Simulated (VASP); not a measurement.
# CdSiN2 (P-4m2) in VASP: settings compared, part 2 of 2

VASP 6.6.1. The steps go on from the part before.

### 3 Single point, PBE

Contents of INCAR:

```
PREC = Accurate
ENCUT = 520
EDIFF = 1E-7
ISMEAR = 0
SIGMA = 0.01
LREAL = F
LASPH = T
NELM = 60
ALGO = Normal
ISIF = 2
LWAVE = F
LCHARG = F
GGA = PE
NBANDS = 21
```

Contents of KPOINTS:

```
regular mesh
0
Gamma
  6 6 4
```

Contents of POSCAR:

```
CdSiN2
1.0
    3.0339884469      0.0000000000      0.0000000000
    0.0000000000      3.0339884469      0.0000000000
    0.0000000000      0.0000000000      5.1102333306
Cd N Si
1 2 1
Direct
    0.0000000000      0.0000000000      0.0000000000
    0.0000000000      0.5000000000      0.3197391371
    0.5000000000      0.0000000000      0.6802608629
    0.5000000000      0.5000000000      0.5000000000
```

Potentials or basis: VASP PAW PBE potentials, release 64 (Cd, N, Si).

Started as:

```
> cat potpaw_PBE.64/Cd/POTCAR potpaw_PBE.64/N/POTCAR potpaw_PBE.64/Si/POTCAR > POTCAR
> mpirun -np 1 vasp_std > vasp.out
```

OUTCAR:

```text
PREC = Accurate
   ENCUT = 520
   EDIFF = 1E-7
   ISMEAR = 0
   LREAL = F
   LASPH = T
   NELM = 60
   ISIF = 2
   GGA = PE

 ion  position               nearest neighbor table
   1  0.000  0.000  0.000-   2 2.23   3 2.23   2 2.23   3 2.23   4 3.34   4 3.34   4 3.34   4 3.34
                             4 3.34   4 3.34   4 3.34   4 3.34
   2  0.000  0.500  0.320-   4 1.77   4 1.77   1 2.23   1 2.23
   3  0.500  0.000  0.680-   4 1.77   4 1.77   1 2.23   1 2.23
   4  0.500  0.500  0.500-   2 1.77   3 1.77   3 1.77   2 1.77   1 3.34   1 3.34   1 3.34   1 3.34
                             1 3.34   1 3.34   1 3.34   1 3.34

  LATTYP: Found a simple tetragonal cell.
 ALAT       =     3.0339884469
 C/A-ratio  =     1.6843285398

  Lattice vectors:

 A1 = (   3.0339884469,   0.0000000000,   0.0000000000)
 A2 = (   0.0000000000,   3.0339884469,   0.0000000000)
 A3 = (   0.0000000000,   0.0000000000,   5.1102333306)

Analysis of symmetry for initial positions (statically):
=====================================================================
 Subroutine PRICEL returns:
 Original cell was already a primitive cell.

 Routine SETGRP: Setting up the symmetry group for a
 simple tetragonal supercell.

 Subroutine GETGRP returns: Found  8 space group operations
 (whereof  8 operations were pure point group operations)
 out of a pool of 16 trial point group operations.

The static configuration has the point symmetry D_2d.

Analysis of symmetry for dynamics (positions and initial velocities):
=====================================================================
 Subroutine PRICEL returns:
 Original cell was already a primitive cell.

 Routine SETGRP: Setting up the symmetry group for a
 simple tetragonal supercell.

[... 123 lines left out ...]
   ISMEAR =     0;   SIGMA  =   0.01  broadening in eV -4-tet -1-fermi 0-gaus
   EFERMI_NEDOS =   21; number of points for ismear=-14 and -15
   IALGO  =     38    algorithm
   IMIX   =      4    mixing-type and parameters
     AMIX     =   0.40;   BMIX     =  1.00
     AMIX_MAG =   1.60;   BMIX_MAG =  1.00
  volume/ion in A,a.u.               =      11.76        79.36
  Fermi-wavevector in a.u.,A,eV,Ry     =   1.343517  2.538879 24.559023  1.805037
  Thomas-Fermi vector in A             =   2.471584
   LORBIT       =      0    0 simple, 1 ext, 2 COOP (PROOUT), +10 PAW based schemes
   GGA     = PE    functional components
   LHFCALC =     F    Hartree Fock is set to
   AEXX    =    0.0000 exact exchange contribution
   IVDW    =     0    specifies the selected vdW correction
   LEPSILON=     F    determine dielectric tensor
   LRPA    =     F    only Hartree local field effects (RPA)
 non-spin polarized calculation
 Gauss-broadening in eV      SIGMA  =   0.01
  energy-cutoff  :      520.00
  volume of cell :       47.04
 maximum number of plane-waves:      1288
 NGX is ok and might be reduce to    24
   NGX = 11   NGY = 11   NGZ = 19

 number of electron      25.9999995 magnetization

 Free energy of the ion-electron system (eV)
  ---------------------------------------------------
  ext. energy  EPLUGINS =         0.00000000
  ---------------------------------------------------
  free energy    TOTEN  =       -24.28330011 eV

  energy without entropy =      -24.28330011  energy(sigma->0) =      -24.28330011

 E-fermi :   5.2943     XC(G=0): -11.4385

 val. band max:        5.2450548433   @ k =   0.5000   0.0000   0.5000
 cond. band min:       6.4256654566   @ k =   0.0000   0.0000   0.0000
 fundamental gap:      1.1806106134
 Fermi energy:         5.2942514818

 k-point     1 :       0.0000    0.0000    0.0000
  band No.  band energies     occupation
      1     -11.7477      2.00000
      2      -8.7664      2.00000
      3      -3.3221      2.00000
      4      -2.9869      2.00000
      5      -2.4148      2.00000
      6      -2.4148      2.00000
[... 565 lines left out ...]
     20      17.4696      0.00000
     21      17.7348      0.00000

 [... further k-points ...]

------------------------ aborting loop because EDIFF is reached ----------------------------------------

  FORCE on cell =-STRESS in cart. coord.  units (eV):
  Direction    XX          YY          ZZ          XY          YZ          ZX
  --------------------------------------------------------------------------------------
  -------------------------------------------------------------------------------------
  Total        1.5525872      1.5525872      1.5727288      0.0000000      0.0000000      0.0000000
  in kB       52.8807995     52.8807995     53.5668184      0.0000000      0.0000000      0.0000000
  external PRESSURE =      53.1094724 kB  Pullay stress =       0.0000000 kB

 VOLUME and BASIS-vectors are now :
 -----------------------------------------------------------------------------
  energy-cutoff  :      520.00
  volume of cell :       47.04
      direct lattice vectors                 reciprocal lattice vectors
     3.033988447  0.000000000  0.000000000     0.329599146  0.000000000  0.000000000
     0.000000000  3.033988447  0.000000000     0.000000000  0.329599146  0.000000000
     0.000000000  0.000000000  5.110233331     0.000000000  0.000000000  0.195685781

 POSITION                                       TOTAL-FORCE (eV/Angst)
 -----------------------------------------------------------------------------------
      0.00000      0.00000      0.00000         0.000000     -0.000000      0.000000
      0.00000      1.51699      1.63394         0.000000     -0.000000      0.023687
      1.51699      0.00000      3.47629         0.000000     -0.000000     -0.023687
      1.51699      1.51699      2.55512        -0.000000      0.000000      0.000000
 -----------------------------------------------------------------------------------
    total drift:                                0.000000      0.000000     -0.000000

  FREE ENERGIE OF THE ION-ELECTRON SYSTEM (eV)
  ---------------------------------------------------
  free  energy   TOTEN  =       -24.2833001101 eV

  energy  without entropy=      -24.2833001101  energy(sigma->0) =      -24.28330011
```

OSZICAR:

```text
N       E                     dE             d eps       ncg     rms          rms(c)
DAV:   1     0.159738254372E+03    0.15974E+03   -0.14022E+04  1300   0.121E+03
DAV:   2    -0.201484100332E+02   -0.17989E+03   -0.17075E+03  1428   0.301E+02
DAV:   3    -0.292842259408E+02   -0.91358E+01   -0.90849E+01  1546   0.725E+01
DAV:   4    -0.293528383449E+02   -0.68612E-01   -0.68596E-01  1368   0.669E+00
DAV:   5    -0.293532871877E+02   -0.44884E-03   -0.44883E-03  1621   0.527E-01    0.156E+01
DAV:   6    -0.241151980463E+02    0.52381E+01   -0.11240E+01  1865   0.493E+01    0.103E+01
DAV:   7    -0.243406410570E+02   -0.22544E+00   -0.34477E+00  1455   0.135E+01    0.585E+00
DAV:   8    -0.243136481311E+02    0.26993E-01   -0.45639E-01  1420   0.459E+00    0.147E+00
DAV:   9    -0.242829433600E+02    0.30705E-01   -0.14358E-01  1553   0.321E+00    0.312E-01
DAV:  10    -0.242831261817E+02   -0.18282E-03   -0.13353E-02  1405   0.991E-01    0.169E-01
DAV:  11    -0.242832817173E+02   -0.15554E-03   -0.10468E-03  1551   0.312E-01    0.841E-02
DAV:  12    -0.242832915862E+02   -0.98690E-05   -0.30728E-04  1528   0.156E-01    0.247E-02
DAV:  13    -0.242832993815E+02   -0.77953E-05   -0.34563E-05  1458   0.526E-02    0.837E-03
DAV:  14    -0.242833001326E+02   -0.75114E-06   -0.25857E-06  1463   0.146E-02    0.311E-03
DAV:  15    -0.242833001101E+02    0.22542E-07   -0.54467E-07  1458   0.493E-03
   1 F= -.24283300E+02 E0= -.24283300E+02  d E =-.241448E-14
```

It took 55 s on 1 thread of AMD EPYC 7R13, shared host; peak memory 0.14 GiB.

Results:

```yaml
Free_energy: -24.2833 eV
Pressure: 5.3 GPa
Largest_force: 0.024 eV/Å
Band_gap_on_the_k_mesh: 1.18 eV, indirect (least direct gap 1.22 eV)
```

Forces in eV/Å, atoms in the order of the input:
```
Cd   0.000  0.000  0.000
N    0.000  0.000  0.024
N    0.000  0.000 -0.024
Si   0.000  0.000  0.000
```

### 4 Single point, PBE

Contents of INCAR:

```
SYSTEM = CdSiN2
PREC = Accurate
ENCUT = 520
EDIFF = 1E-6
ISMEAR = 0
SIGMA = 0.01
LREAL = .False.
LASPH = .True.
NELM = 80
ALGO = Normal
ISIF = 2
LWAVE = .False.
LCHARG = .False.
GGA = PE
NBANDS = 21
```

Contents of KPOINTS:

```
Automatic mesh
0
Gamma
  6 6 4
  0 0 0
```

POSCAR is that of step 3.

Potentials or basis: VASP PAW PBE potentials, release 64 (Cd, N, Si).

Started as:

```
> cat potpaw_PBE.64/Cd/POTCAR potpaw_PBE.64/N/POTCAR potpaw_PBE.64/Si/POTCAR > POTCAR
> mpirun -np 1 vasp_std > vasp.out
```

OUTCAR:

```text
SYSTEM = CdSiN2
   PREC = Accurate
   ENCUT = 520
   EDIFF = 1E-6
   ISMEAR = 0
   LREAL = .False.
   LASPH = .True.
   NELM = 80
   ISIF = 2
   GGA = PE

 ion  position               nearest neighbor table
   1  0.000  0.000  0.000-   2 2.23   3 2.23   2 2.23   3 2.23   4 3.34   4 3.34   4 3.34   4 3.34
                             4 3.34   4 3.34   4 3.34   4 3.34
   2  0.000  0.500  0.320-   4 1.77   4 1.77   1 2.23   1 2.23
   3  0.500  0.000  0.680-   4 1.77   4 1.77   1 2.23   1 2.23
   4  0.500  0.500  0.500-   2 1.77   3 1.77   3 1.77   2 1.77   1 3.34   1 3.34   1 3.34   1 3.34
                             1 3.34   1 3.34   1 3.34   1 3.34

  LATTYP: Found a simple tetragonal cell.
 ALAT       =     3.0339884469
 C/A-ratio  =     1.6843285398

  Lattice vectors:

 A1 = (   3.0339884469,   0.0000000000,   0.0000000000)
 A2 = (   0.0000000000,   3.0339884469,   0.0000000000)
 A3 = (   0.0000000000,   0.0000000000,   5.1102333306)

Analysis of symmetry for initial positions (statically):
=====================================================================
 Subroutine PRICEL returns:
 Original cell was already a primitive cell.

 Routine SETGRP: Setting up the symmetry group for a
[... 175 lines left out ...]
 val. band max:        5.2453904878   @ k =   0.5000   0.0000   0.5000
 cond. band min:       6.4256455773   @ k =   0.0000   0.0000   0.0000
 fundamental gap:      1.1802550895
 Fermi energy:         5.2943600713

 k-point     1 :       0.0000    0.0000    0.0000
  band No.  band energies     occupation
      1     -11.7474      2.00000
      2      -8.7661      2.00000
      3      -3.3222      2.00000
      4      -2.9870      2.00000
      5      -2.4148      2.00000
      6      -2.4148      2.00000
[... 565 lines left out ...]
     20      17.4697      0.00000
     21      17.7348      0.00000

 [... further k-points ...]

------------------------ aborting loop because EDIFF is reached ----------------------------------------

  FORCE on cell =-STRESS in cart. coord.  units (eV):
  Direction    XX          YY          ZZ          XY          YZ          ZX
  --------------------------------------------------------------------------------------
  -------------------------------------------------------------------------------------
  Total        1.5460522      1.5460522      1.5668386      0.0000000      0.0000000      0.0000000
  in kB       52.6582189     52.6582189     53.3661978      0.0000000      0.0000000      0.0000000
  external PRESSURE =      52.8942119 kB  Pullay stress =       0.0000000 kB

 VOLUME and BASIS-vectors are now :
 -----------------------------------------------------------------------------
  energy-cutoff  :      520.00
  volume of cell :       47.04
      direct lattice vectors                 reciprocal lattice vectors
     3.033988447  0.000000000  0.000000000     0.329599146  0.000000000  0.000000000
     0.000000000  3.033988447  0.000000000     0.000000000  0.329599146  0.000000000
     0.000000000  0.000000000  5.110233331     0.000000000  0.000000000  0.195685781

 POSITION                                       TOTAL-FORCE (eV/Angst)
 -----------------------------------------------------------------------------------
      0.00000      0.00000      0.00000        -0.000000      0.000000      0.000000
      0.00000      1.51699      1.63394         0.000000      0.000000      0.023013
      1.51699      0.00000      3.47629         0.000000      0.000000     -0.023013
      1.51699      1.51699      2.55512         0.000000     -0.000000      0.000000
 -----------------------------------------------------------------------------------
    total drift:                                0.000000      0.000000     -0.000000

  FREE ENERGIE OF THE ION-ELECTRON SYSTEM (eV)
  ---------------------------------------------------
  free  energy   TOTEN  =       -24.2833001326 eV

  energy  without entropy=      -24.2833001326  energy(sigma->0) =      -24.28330013
```

OSZICAR:

```text
N       E                     dE             d eps       ncg     rms          rms(c)
DAV:   1     0.159738254372E+03    0.15974E+03   -0.14022E+04  1300   0.121E+03
DAV:   2    -0.201484100332E+02   -0.17989E+03   -0.17075E+03  1428   0.301E+02
DAV:   3    -0.292842259408E+02   -0.91358E+01   -0.90849E+01  1546   0.725E+01
DAV:   4    -0.293528383449E+02   -0.68612E-01   -0.68596E-01  1368   0.669E+00
DAV:   5    -0.293532871877E+02   -0.44884E-03   -0.44883E-03  1621   0.527E-01    0.156E+01
DAV:   6    -0.241151980463E+02    0.52381E+01   -0.11240E+01  1865   0.493E+01    0.103E+01
DAV:   7    -0.243406410570E+02   -0.22544E+00   -0.34477E+00  1455   0.135E+01    0.585E+00
DAV:   8    -0.243136481311E+02    0.26993E-01   -0.45639E-01  1420   0.459E+00    0.147E+00
DAV:   9    -0.242829433600E+02    0.30705E-01   -0.14358E-01  1553   0.321E+00    0.312E-01
DAV:  10    -0.242831261817E+02   -0.18282E-03   -0.13353E-02  1405   0.991E-01    0.169E-01
DAV:  11    -0.242832817173E+02   -0.15554E-03   -0.10468E-03  1551   0.312E-01    0.841E-02
DAV:  12    -0.242832915862E+02   -0.98690E-05   -0.30728E-04  1528   0.156E-01    0.247E-02
DAV:  13    -0.242832993815E+02   -0.77953E-05   -0.34563E-05  1458   0.526E-02    0.837E-03
DAV:  14    -0.242833001326E+02   -0.75108E-06   -0.25850E-06  1442   0.146E-02
   1 F= -.24283300E+02 E0= -.24283300E+02  d E =-.301734E-14
```

Run time: 47 s. Hardware: 1 thread of AMD EPYC 7R13, shared host; peak memory 0.15 GiB.

Results:

```
Free energy            : -24.2833 eV
Pressure               : 5.3 GPa
Largest force          : 0.023 eV/Å
Band gap on the k mesh : 1.18 eV, indirect (least direct gap 1.22 eV)
```

Forces in eV/Å, atoms in the order of the input:
```
Cd   0.000  0.000  0.000
N    0.000  0.000  0.023
N    0.000  0.000 -0.023
Si   0.000  0.000  0.000
```

A k mesh can miss the band edges.

### 5 Single point, r2SCAN

POSCAR is that of step 4.

Contents of INCAR.step1:

```
SYSTEM = CdSiN2
PREC     = Accurate       ! precision mode
ENCUT    = 520            ! plane-wave cutoff, eV
ISMEAR   = 0              ! smearing method
SIGMA    = 0.01           ! smearing width, eV
LREAL    = .False.        ! projectors in reciprocal space
LASPH    = .True.         ! aspherical terms in the spheres
NELM     = 80             ! most SCF steps
NBANDS   = 21             ! bands
GGA      = PE             ! functional
ALGO     = Normal         ! electronic algorithm
EDIFF    = 1E-4           ! SCF threshold, eV
LWAVE    = .True.         ! write WAVECAR
LCHARG   = .False.        ! write CHGCAR
```

Contents of INCAR.step2:

```
SYSTEM = CdSiN2
PREC     = Accurate       ! precision mode
ENCUT    = 520            ! plane-wave cutoff, eV
EDIFF    = 1E-6           ! SCF threshold, eV
ISMEAR   = 0              ! smearing method
SIGMA    = 0.01           ! smearing width, eV
LREAL    = .False.        ! projectors in reciprocal space
LASPH    = .True.         ! aspherical terms in the spheres
NELM     = 80             ! most SCF steps
ALGO     = Normal         ! electronic algorithm
ISIF     = 2              ! what is computed and relaxed
LWAVE    = .False.        ! write WAVECAR
LCHARG   = .False.        ! write CHGCAR
METAGGA  = R2SCAN         ! meta-GGA
LMIXTAU  = .True.       
NBANDS   = 21             ! bands
ISTART   = 1
```

KPOINTS is that of step 4.

Started as:

```
> cat potpaw_PBE.64/Cd/POTCAR potpaw_PBE.64/N/POTCAR potpaw_PBE.64/Si/POTCAR > POTCAR
> cp INCAR.step1 INCAR
> mpirun -np 1 vasp_std > vasp.out
> cp INCAR.step2 INCAR
> mpirun -np 1 vasp_std > vasp.out
```

Wall time 3.1 min (1 thread of AMD EPYC 7R13, shared host); peak memory 0.16 GiB.

Results (log left out):

| Quantity | Value |
| --- | --- |
| Free energy | -49.3603 eV |
| Pressure | 0.9 GPa |
| Largest force | 0.119 eV/Å |
| Band gap on the k mesh | 1.55 eV, indirect (least direct gap 1.58 eV) |

Forces on the atoms (eV/Å):
```
Cd   0.000  0.000  0.000
N    0.000  0.000  0.119
N    0.000  0.000 -0.119
Si   0.000  0.000  0.000
```

Stress tensor (GPa, compression positive):
```
0.75 0.00 0.00
0.00 0.75 0.00
0.00 0.00 1.26
```

Levels at points of the mesh, in eV from the valence-band top:
```csv
k point,band 10,band 11,band 12,band 13,band 14,band 15,band 16,band 17
"(0.00, 0.00, 0.00)",-4.08,-2.50,-0.03,-0.03,1.55,4.88,6.98,11.57
"(0.50, 0.00, 0.00)",-3.30,-3.29,-3.09,-0.10,4.59,5.79,6.03,10.17
"(0.50, 0.50, 0.00)",-3.87,-2.54,-2.54,-1.70,3.36,3.36,7.23,7.75
"(0.00, 0.00, 0.50)",-3.72,-3.72,-0.48,-0.48,4.08,4.64,4.79,8.98
"(0.50, 0.00, 0.50)",-3.32,-1.89,-1.40,0.00,3.67,4.48,6.84,9.79
"(0.50, 0.50, 0.50)",-4.32,-3.42,-3.42,-1.85,6.07,6.07,8.15,8.15
```

Caveat: the PAW data sets were made with another functional, which shifts forces and pressure a little. r2SCAN opens gaps a little over a GGA but as a rule still falls short of measured ones.

### 6 The runs side by side

| level | k mesh | gap on the mesh (eV) | pressure (GPa) | largest force (eV/Å) |
| --- | --- | --- | --- | --- |
| PBE | 4 × 4 × 4 | 1.17 | 5.2 | 0.06 |
| PBE | 6 × 6 × 4 | 1.18 | 5.3 | 0.02 |
| r2SCAN | 6 × 6 × 4 | 1.55 | 0.9 | 0.12 |

Alike in all rows: task single point; potentials or basis VASP PAW PBE potentials, release 64 (Cd, N, Si); no spin polarisation; cell as given; cutoff (eV) 520; smearing gaussian 0.01 eV.

Caveats: some runs use coarse meshes; the PAW data sets were made with another functional, which shifts forces and pressure a little (some runs).

Absolute energies hang on the potentials; compare differences alone.
